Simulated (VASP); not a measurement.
# Zn3AsN (Pm-3m) in VASP: relaxation of cell and atoms with PBE

Aim: the relaxation of cell and atoms of Zn3AsN with PBE.

All numbers are computed with VASP 6.6.1; they aren't measurements. Logs are shortened: lines on timing, memory, paths and dates and some standing lists are left out, and cuts for length are marked.

## (1) The cell of the first run

It takes space group Pm-3m (No. 221, cubic). Conventional cell: a = 4.171 Å, b = 4.171 Å, c = 4.171 Å, α = 90.00°, β = 90.00°, γ = 90.00°. Zn (site symmetry 4/mmm) has 2 N at 2.09 Å within 2.8 Å. Within 3.9 Å of As (site symmetry m-3m) lie 12 Zn at 2.95 Å and 8 N at 3.61 Å. Within 2.8 Å of N (site symmetry m-3m) lie 6 Zn at 2.09 Å.

## (2) Relaxation of cell and atoms, PBE

Input file INCAR:

```
PREC = Accurate
ENCUT = 600
EDIFF = 1E-6
ISMEAR = -1
SIGMA = 0.15
LREAL = F
LASPH = T
NELM = 80
ALGO = Normal
ISIF = 3
LWAVE = F
LCHARG = F
GGA = PE
IBRION = 2
NSW = 80
EDIFFG = -0.001
```

Input file KPOINTS:

```
Automatic mesh
0
Gamma
  8 8 8
```

Input file POSCAR:

```
Zn3AsN
1.0
    4.1711730427      0.0000000000      0.0000000000
    0.0000000000      4.1711730427      0.0000000000
    0.0000000000      0.0000000000      4.1711730427
Zn As N
3 1 1
Direct
    0.0000000000      0.5000000000      0.5000000000
    0.5000000000      0.0000000000      0.5000000000
    0.5000000000      0.5000000000      0.0000000000
    0.0000000000      0.0000000000      0.0000000000
    0.5000000000      0.5000000000      0.5000000000
```

Potentials or basis: VASP PAW PBE potentials, release 64 (Zn, As, N).

Started as:

```sh
$ cat potpaw_PBE.64/Zn/POTCAR potpaw_PBE.64/As/POTCAR potpaw_PBE.64/N/POTCAR > POTCAR
$ mpirun -np 1 vasp_std > vasp.out
```

OUTCAR:

```text
PREC = Accurate
   ENCUT = 600
   EDIFF = 1E-6
   ISMEAR = -1
   LREAL = F
   LASPH = T
   NELM = 80
   ISIF = 3
   GGA = PE
   IBRION = 2
   NSW = 80
   EDIFFG = -0.001

 ion  position               nearest neighbor table
   1  0.000  0.500  0.500-   5 2.09   5 2.09   4 2.95   2 2.95   3 2.95   4 2.95   2 2.95   4 2.95
                             4 2.95   2 2.95   3 2.95   3 2.95   3 2.95   2 2.95
   2  0.500  0.000  0.500-   5 2.09   5 2.09   4 2.95   1 2.95   3 2.95   4 2.95   1 2.95   3 2.95
                             3 2.95   3 2.95   1 2.95   4 2.95   4 2.95   1 2.95
   3  0.500  0.500  0.000-   5 2.09   5 2.09   4 2.95   1 2.95   1 2.95   2 2.95   2 2.95   2 2.95
                             4 2.95   2 2.95   1 2.95   4 2.95   1 2.95   4 2.95
   4  0.000  0.000  0.000-   1 2.95   2 2.95   3 2.95   1 2.95   2 2.95   1 2.95   3 2.95   1 2.95
                             2 2.95   3 2.95   2 2.95   3 2.95
   5  0.500  0.500  0.500-   1 2.09   2 2.09   3 2.09   3 2.09   2 2.09   1 2.09

  LATTYP: Found a simple cubic cell.
 ALAT       =     4.1711730427

  Lattice vectors:

 A1 = (   4.1711730427,   0.0000000000,   0.0000000000)
 A2 = (   0.0000000000,   4.1711730427,   0.0000000000)
 A3 = (   0.0000000000,   0.0000000000,   4.1711730427)

Analysis of symmetry for initial positions (statically):
=====================================================================
 Subroutine PRICEL returns:
 Original cell was already a primitive cell.

 Routine SETGRP: Setting up the symmetry group for a
 simple cubic supercell.

 Subroutine GETGRP returns: Found 48 space group operations
 (whereof 48 operations were pure point group operations)
 out of a pool of 48 trial point group operations.

The static configuration has the point symmetry O_h .

Analysis of symmetry for dynamics (positions and initial velocities):
=====================================================================
 Subroutine PRICEL returns:
 Original cell was already a primitive cell.

 Routine SETGRP: Setting up the symmetry group for a
 simple cubic supercell.

 Subroutine GETGRP returns: Found 48 space group operations
 (whereof 48 operations were pure point group operations)
 out of a pool of 48 trial point group operations.

The dynamic configuration has the point symmetry O_h .

 Subroutine INISYM returns: Found 48 space group operations
 (whereof 48 operations are pure point group operations),
 and found     1 'primitive' translations

----------------------------------------------------------------------------------------

                                     Primitive cell

  volume of cell :      72.5729

  direct lattice vectors                    reciprocal lattice vectors
     4.171173043  0.000000000  0.000000000     0.239740713  0.000000000  0.000000000
     0.000000000  4.171173043  0.000000000     0.000000000  0.239740713  0.000000000
     0.000000000  0.000000000  4.171173043     0.000000000  0.000000000  0.239740713

  length of vectors
     4.171173043  4.171173043  4.171173043     0.239740713  0.239740713  0.239740713

  position of ions in fractional coordinates (direct lattice)
     0.000000000  0.500000000  0.500000000
     0.500000000  0.000000000  0.500000000
     0.500000000  0.500000000  0.000000000
     0.000000000  0.000000000  0.000000000
     0.500000000  0.500000000  0.500000000

  ion indices of the primitive-cell ions
   primitive index   ion index
                 1           1
                 2           2
                 3           3
                 4           4
                 5           5

----------------------------------------------------------------------------------------

 KPOINTS: Automatic mesh

Automatic generation of k-mesh.
 Grid dimensions read from file:
 generate k-points for:    8    8    8

 Generating k-lattice:

  Cartesian coordinates                     Fractional coordinates (reciprocal lattice)
     0.029967589  0.000000000  0.000000000     0.125000000  0.000000000  0.000000000
     0.000000000  0.029967589  0.000000000     0.000000000  0.125000000  0.000000000
     0.000000000  0.000000000  0.029967589     0.000000000  0.000000000  0.125000000

  Length of vectors
     0.029967589  0.029967589  0.029967589

  Shift w.r.t. Gamma in fractional coordinates (k-lattice)
     0.000000000  0.000000000  0.000000000

 Subroutine IBZKPT returns following result:
 ===========================================

 Found     35 irreducible k-points:

 Following reciprocal coordinates:
            Coordinates               Weight
  0.000000  0.000000  0.000000      1.000000
  0.125000  0.000000  0.000000      6.000000
  0.250000  0.000000  0.000000      6.000000
  0.375000  0.000000  0.000000      6.000000
  0.500000  0.000000  0.000000      3.000000
  0.125000  0.125000  0.000000     12.000000
[... 16 lines left out ...]
  0.375000  0.375000  0.125000     24.000000
  0.500000  0.375000  0.125000     24.000000
 [... further k-points ...]
   k-points           NKPTS =     35   k-points in BZ     NKDIM =     35   number of bands    NBANDS=     27
   number of dos      NEDOS =    301   number of ions     NIONS =      5
   total plane-waves  NPLWV =  46656
   dimension x,y,z NGX =    36 NGY =   36 NGZ =   36
   dimension x,y,z NGXF=    72 NGYF=   72 NGZF=   72
   ions per type =               3   1   1
   NGX,Y,Z   is equivalent  to a cutoff of  14.35, 14.35, 14.35 a.u.
   NGXF,Y,Z  is equivalent  to a cutoff of  28.70, 28.70, 28.70 a.u.
 SYSTEM =  unknown system
   PREC   = accura    normal or accurate (medium, high low for compatibility)
   ISTART =      0    job   : 0-new  1-cont  2-samecut
   ICHARG =      2    charge: 1-file 2-atom 10-const
   ISPIN  =      1    spin polarized calculation?
   LNONCOLLINEAR =      F non collinear calculations
   LSORBIT =      F    spin-orbit coupling
   LASPH  =      T    aspherical Exc in radial PAW
   ENCUT  =  600.0 eV  44.10 Ry    6.64 a.u.   8.33  8.33  8.33*2*pi/ulx,y,z
   NELM   =     80;   NELMIN=  2; NELMDL= -5     # of ELM steps
   EDIFF  = 0.1E-05   stopping-criterion for ELM
   LREAL  =      F    real-space projection
   EDIFFG = -.1E-02   stopping-criterion for IOM
   NSW    =     80    number of steps for IOM
   IBRION =      2    ionic relax: 0-MD 1-quasi-New 2-CG
   NFREE  =      1    steps in history (QN), initial steepest desc. (CG)
   ISIF   =      3    stress and relaxation
   ISYM   =      2    0-nonsym 1-usesym 2-fastsym
   POTIM  = 0.5000    time-step for ionic-motion
   TEBEG  =    0.0;   TEEND  =   0.0 temperature during run
   PSTRESS=    0.0 pullay stress
   NELECT =      46.0000    total number of electrons
   NUPDOWN=      -1.0000    fix difference up-down
   EMIN   =  10.00;   EMAX   =-10.00  energy-range for DOS
   EFERMI =   0.00;   METHOD = LEGACY
   ISMEAR =    -1;   SIGMA  =   0.15  broadening in eV -4-tet -1-fermi 0-gaus
   EFERMI_NEDOS =   21; number of points for ismear=-14 and -15
   IALGO  =     38    algorithm
   IMIX   =      4    mixing-type and parameters
     AMIX     =   0.40;   BMIX     =  1.00
     AMIX_MAG =   1.60;   BMIX_MAG =  1.00
  volume/ion in A,a.u.               =      14.51        97.95
  Fermi-wavevector in a.u.,A,eV,Ry     =   1.406272  2.657468 26.906882  1.977600
  Thomas-Fermi vector in A             =   2.528649
   LORBIT       =      0    0 simple, 1 ext, 2 COOP (PROOUT), +10 PAW based schemes
   GGA     = PE    functional components
   LHFCALC =     F    Hartree Fock is set to
   AEXX    =    0.0000 exact exchange contribution
   IVDW    =     0    specifies the selected vdW correction
   LEPSILON=     F    determine dielectric tensor
   LRPA    =     F    only Hartree local field effects (RPA)
 conjugate gradient relaxation of ions
 non-spin polarized calculation
  energy-cutoff  :      600.00
  volume of cell :       72.57
 maximum number of plane-waves:      2469
 NGX is ok and might be reduce to    36
   NGX = 17   NGY = 17   NGZ = 17

--------------------------------------- Ionic step        1  -------------------------------------------

 number of electron      46.0000039 magnetization

 Free energy of the ion-electron system (eV)
  ---------------------------------------------------
  ext. energy  EPLUGINS =         0.00000000
  ---------------------------------------------------
  free energy    TOTEN  =       -15.23070812 eV

  energy without entropy =      -15.17111753  energy(sigma->0) =      -15.20091283

------------------------ aborting loop because EDIFF is reached ----------------------------------------

  FORCE on cell =-STRESS in cart. coord.  units (eV):
  Direction    XX          YY          ZZ          XY          YZ          ZX
  --------------------------------------------------------------------------------------
  -------------------------------------------------------------------------------------
  Total        0.2673104      0.2673104      0.2673104     -0.0000000     -0.0000000      0.0000000
  in kB        5.9013570      5.9013570      5.9013570     -0.0000000     -0.0000000      0.0000000
  external PRESSURE =       5.9013570 kB  Pullay stress =       0.0000000 kB
[... 180 lines left out ...]
  energy  without entropy=      -15.1709569907  energy(sigma->0) =      -15.20121615

--------------------------------------- Ionic step        6  -------------------------------------------

 number of electron      46.0000049 magnetization

 Free energy of the ion-electron system (eV)
  ---------------------------------------------------
  ext. energy  EPLUGINS =         0.00000000
  ---------------------------------------------------
  free energy    TOTEN  =       -15.23147513 eV

  energy without entropy =      -15.17094653  energy(sigma->0) =      -15.20121083

 E-fermi :   4.0033     XC(G=0): -11.2549

 val. band max:        3.9437088120   @ k =   0.5000   0.3750   0.0000
 cond. band min:       4.0768173524   @ k =   0.5000   0.3750   0.0000
 fundamental gap:      0.1331085404
 Fermi energy:         4.0032567516

 k-point     1 :       0.0000    0.0000    0.0000
  band No.  band energies     occupation
      1     -11.9479      2.00000
      2      -7.2120      2.00000
      3      -3.6445      2.00000
      4      -3.6445      2.00000
      5      -3.6445      2.00000
      6      -3.5643      2.00000
[... 709 lines left out ...]
     26       7.2498      0.00000
     27       7.8622      0.00000

 [... further k-points ...]

------------------------ aborting loop because EDIFF is reached ----------------------------------------

  FORCE on cell =-STRESS in cart. coord.  units (eV):
  Direction    XX          YY          ZZ          XY          YZ          ZX
  --------------------------------------------------------------------------------------
  -------------------------------------------------------------------------------------
  Total        0.0021500      0.0021500      0.0021500     -0.0000000      0.0000000     -0.0000000
  in kB        0.0471894      0.0471894      0.0471894     -0.0000000      0.0000000     -0.0000000
  external PRESSURE =       0.0471894 kB  Pullay stress =       0.0000000 kB
[... 20 lines left out ...]
  FREE ENERGIE OF THE ION-ELECTRON SYSTEM (eV)
  ---------------------------------------------------
  free  energy   TOTEN  =       -15.2314751294 eV

  energy  without entropy=      -15.1709465306  energy(sigma->0) =      -15.20121083

 reached required accuracy - stopping structural energy minimisation
```

Run time: 3.3 min. Hardware: 1 thread of Intel Xeon Platinum 8259CL at 2.50GHz (Skylake/Cascade Lake), shared host; peak memory 0.26 GiB.

Results:

* Free energy: -15.2315 eV
* Relaxed volume: 14.60 Å³/atom
* Relaxed cell: a = 4.179 Å, b = 4.179 Å, c = 4.179 Å, α = 90.00°, β = 90.00°, γ = 90.00°
* Space group after relaxing (to 0.1 Å): Pm-3m (No. 221)
* Energy gained by relaxing: 0.2 meV/atom
* Ionic steps: 6
* Pressure after relaxing: 0.0 GPa
* Band gap on the k mesh: zero (bands 23 and 24 overlap by 0.36 eV)

Step by step:
```
step  energy change (eV)  largest force (eV/Å)  pressure (GPa)  volume (Å³)
   1              0.0000                0.0000            0.59        72.57
   2             -0.0007                0.0000           -0.12        73.14
   3             -0.0008                0.0000           -0.01        73.01
   4             -0.0008                0.0000            0.04        73.00
   5             -0.0008                0.0000           -0.02        73.00
   6             -0.0008                0.0000            0.00        73.00
```

Final structure:
```
CELL_PARAMETERS angstrom
4.17929 0.00000 0.00000
0.00000 4.17929 0.00000
0.00000 0.00000 4.17929
ATOMIC_POSITIONS crystal
Zn 0.00000 0.50000 0.50000
Zn 0.50000 0.00000 0.50000
Zn 0.50000 0.50000 0.00000
As 0.00000 0.00000 0.00000
N 0.50000 0.50000 0.50000
```
